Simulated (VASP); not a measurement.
# InSe: relaxation of cell and atoms with LDA

Crystal: InSe.

```xyz
4
Lattice="1.9661 1.1351 8.2969 -1.9661 1.1351 8.2969 0.0000 -2.2703 8.2969" Properties=species:S:1:pos:R:3 pbc="T T T"
In    0.0000    0.0000   22.1179
In    0.0000    0.0000    0.0000
Se    0.0000    0.0000    4.2787
Se    0.0000    0.0000    9.5456
```

```yaml
Program: VASP 6.6.1
Task: relaxation of cell and atoms
Functional: LDA
Potentials_or_basis: VASP PAW LDA potentials, release 64 (In_d, Se)
Cutoff: 620 eV
k_mesh: 8 × 8 × 8
Occupations: gaussian, width 0.03 eV
Spin: no spin polarisation
Tolerance_level: standard
Purpose: cell
Passes: 3
Further_INCAR_settings: ALGO = Normal; EDIFF = 1e-06
```

```json
{
 "Relaxed volume": "27.86 Å³/atom",
 "Relaxed cell": "a = 8.455 Å, b = 8.455 Å, c = 8.455 Å, α = 27.20°, β = 27.20°, γ = 27.20°",
 "Space group after relaxing (to 0.1 Å)": "R3m (No. 160)",
 "Energy gained by relaxing": "7.1 meV/atom",
 "Ionic steps": "44",
 "Pressure after relaxing": "0.0 GPa",
 "Band gap on the k mesh": "0.20 eV"
}
```

Forces in eV/Å, atoms in the order of the input:
```
In   0.000  0.000  0.002
In   0.000  0.000 -0.002
Se   0.000  0.000  0.001
Se   0.000  0.000  0.000
```

The path:
```csv
step,energy change (eV),largest force (eV/Å),pressure (GPa),volume (Å³)
1,0.0000,0.4750,1.49,111.10
3,-0.0233,0.0381,-0.19,113.52
5,-0.0242,0.0525,0.01,112.95
7,-0.0259,0.0552,0.04,112.57
9,-0.0264,0.1410,0.21,110.82
11,-0.0280,0.0289,-0.05,111.75
13,-0.0281,0.0094,-0.05,111.63
15,-0.0282,0.0095,0.00,111.45
17,-0.0282,0.0053,0.00,111.44
19,-0.0282,0.0023,-0.01,111.44
21,-0.0282,0.0025,0.01,111.44
23,-0.0282,0.0020,-0.02,111.46
25,-0.0282,0.0027,-0.01,111.45
27,-0.0282,0.0022,-0.01,111.45
29,-0.0282,0.0020,-0.01,111.44
31,-0.0282,0.0020,-0.01,111.44
33,-0.0282,0.0025,0.01,111.44
35,-0.0282,0.0020,-0.02,111.46
37,-0.0282,0.0027,-0.01,111.45
39,-0.0282,0.0022,-0.01,111.45
41,-0.0282,0.0020,-0.01,111.44
43,-0.0282,0.0020,-0.01,111.44
44,-0.0282,0.0020,-0.01,111.44
```

Final structure:
```
CELL_PARAMETERS angstrom
1.98831 1.14795 8.13763
-1.98831 1.14795 8.13763
0.00000 -2.29591 8.13763
ATOMIC_POSITIONS crystal
In 0.88809 0.88809 0.88809
In 0.00054 0.00054 0.00054
Se 0.16946 0.16946 0.16946
Se 0.38591 0.38591 0.38591
```

Levels at points of the mesh, in eV from the valence-band top:
| k point | band 15 | band 16 | band 17 | band 18 | band 19 | band 20 | band 21 | band 22 | band 23 |
| --- | --- | --- | --- | --- | --- | --- | --- | --- | --- |
| (0.00, 0.00, 0.00) | -1.80 | -1.47 | -1.47 | -1.30 | -1.30 | 1.70 | 1.92 | 4.18 | 4.18 |
| (0.50, 0.00, 0.00) | -3.76 | -2.65 | -2.56 | -2.35 | -1.80 | 0.92 | 1.89 | 3.56 | 3.89 |
| (0.50, 0.50, 0.00) | -3.47 | -2.89 | -2.74 | -2.12 | -1.65 | 0.92 | 1.88 | 3.13 | 3.35 |
| (0.50, 0.50, 0.50) | -1.54 | -1.54 | -1.21 | -1.21 | 0.00 | 0.20 | 1.98 | 4.06 | 4.06 |

It took 39 min on 4 MPI ranks on AMD EPYC 9R45 96-Core Processor (Zen 5), with other jobs on the host, peak memory 0.64 GiB a rank.

Caveat: semilocal functionals underestimate gaps, and a narrow one can read as zero; spin-orbit coupling is left out, which moves the levels of the heavy elements. A k mesh can miss the band edges.
